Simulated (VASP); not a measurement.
**AlN: relaxation of cell and atoms with PBEsol**

Crystal: AlN.

```
Al N
1.0
     3.10570    0.00000    0.00000
    -1.55285    2.68961    0.00000
     0.00000    0.00000    5.00445
Al N
2 2
Direct
  0.33333 0.66667 0.00000
  0.66667 0.33333 0.50000
  0.33333 0.66667 0.37500
  0.66667 0.33333 0.87500
```

```yaml
Program: VASP 6.6.1
Task: relaxation of cell and atoms
Functional: PBEsol
Potentials_or_basis: VASP PAW PBE potentials, release 64 (Al, N)
Cutoff: 600 eV
k_mesh: 9 × 9 × 6
Occupations: gaussian, width 0.02 eV
Spin: no spin polarisation
Dipole_correction: no
Further_INCAR_settings: ALGO = Normal; EDIFF = 1e-06; IBRION = 2; EDIFFG = -0.005; NSW = 100; ISIF = 3
```

- Relaxed volume: 10.45 Å³/atom
- Relaxed cell: a = 3.113 Å, b = 3.113 Å, c = 4.982 Å, α = 90.00°, β = 90.00°, γ = 120.00°
- Space group after relaxing (to 0.05 Å): P6_3mc (No. 186)
- Energy gained by relaxing: 3.0 meV/atom
- Ionic steps: 8
- Pressure after relaxing: 0.0 GPa
- Band gap on the k mesh: 4.12 eV, direct

The path:
```
step  energy change (eV)  largest force (eV/Å)  pressure (GPa)  volume (Å³)
   1              0.0000                0.3905            0.22        41.80
   2             -0.0045                0.1874           -0.17        41.89
   3             -0.0091                0.0418           -0.05        41.85
   4             -0.0115                0.0194           -0.09        41.84
   5             -0.0120                0.0075           -0.11        41.84
   6             -0.0120                0.0067           -0.11        41.84
   7             -0.0120                0.0058            0.10        41.79
   8             -0.0120                0.0002            0.00        41.81
```

Final structure:
```xyz
4
Lattice="3.1130 0.0000 0.0000 -1.5565 2.6960 0.0000 0.0000 0.0000 4.9820" Properties=species:S:1:pos:R:3 pbc="T T T"
Al    0.0000    1.7973    4.9646
Al    1.5565    0.8987    2.4736
N     0.0000    1.7973    1.8857
N     1.5565    0.8987    4.3767
```

Levels at points of the mesh, in eV from the valence-band top:
```tsv
k point	band 5	band 6	band 7	band 8	band 9	band 10	band 11	band 12
(0.00, 0.00, 0.00)	-0.88	-0.22	-0.22	0.00	4.12	6.55	10.50	11.02
(0.00, 0.00, 0.50)	-0.56	-0.56	-0.56	-0.56	6.37	6.37	10.20	10.20
```

It took 44 s on 1 thread of Intel(R) Xeon(R) 6975P-C (Granite Rapids), with other jobs on the host, peak memory 0.18 GiB.

Caveat: the PAW data sets were made with another functional, which shifts forces and pressure a little. A k mesh can miss the band edges.
